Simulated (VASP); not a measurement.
NaCl: single point with PBEsol

Crystal: NaCl.

```
CELL_PARAMETERS angstrom
0.00000 2.63982 2.63982
2.63982 0.00000 2.63982
2.63982 2.63982 0.00000
ATOMIC_POSITIONS crystal
Na 0.00000 0.00000 0.00000
Cl 0.50000 0.50000 0.50000
```

```yaml
Program: VASP 6.6.1
Task: single point
Functional: PBEsol
Potentials_or_basis: VASP PAW PBE potentials, release 64 (Na_pv, Cl)
Cutoff: 520 eV
k_mesh: 8 × 8 × 8
Occupations: gaussian, width 0.01 eV
Spin: no spin polarisation
Dipole_correction: no
Further_INCAR_settings: ALGO = Normal; EDIFF = 1e-07; NBANDS = 14
```

The pressure is 7.1 GPa and the band gap on the k mesh is 5.78 eV, direct.

Levels at points of the mesh, in eV from the valence-band top:
```csv
k point,band 3,band 4,band 5,band 6,band 7,band 8,band 9,band 10,band 11,band 12
"(0.00, 0.00, 0.00)",-20.37,-13.20,0.00,0.00,0.00,5.78,11.12,11.12,11.12,13.63
"(0.50, 0.00, 0.00)",-20.38,-12.58,-2.67,-0.41,-0.41,7.38,11.29,11.29,12.17,16.17
"(0.50, 0.50, 0.00)",-20.39,-12.53,-2.31,-0.83,-0.83,7.61,7.97,12.62,15.95,16.46
```

It took 9 s on 1 thread of Intel(R) Xeon(R) Platinum 8488C (Sapphire Rapids), on a shared host, peak memory 0.15 GiB.

Caveat: the PAW data sets were made with another functional, which shifts forces and pressure a little. A hybrid or GW would open this gap; PBEsol tends to underestimate it.
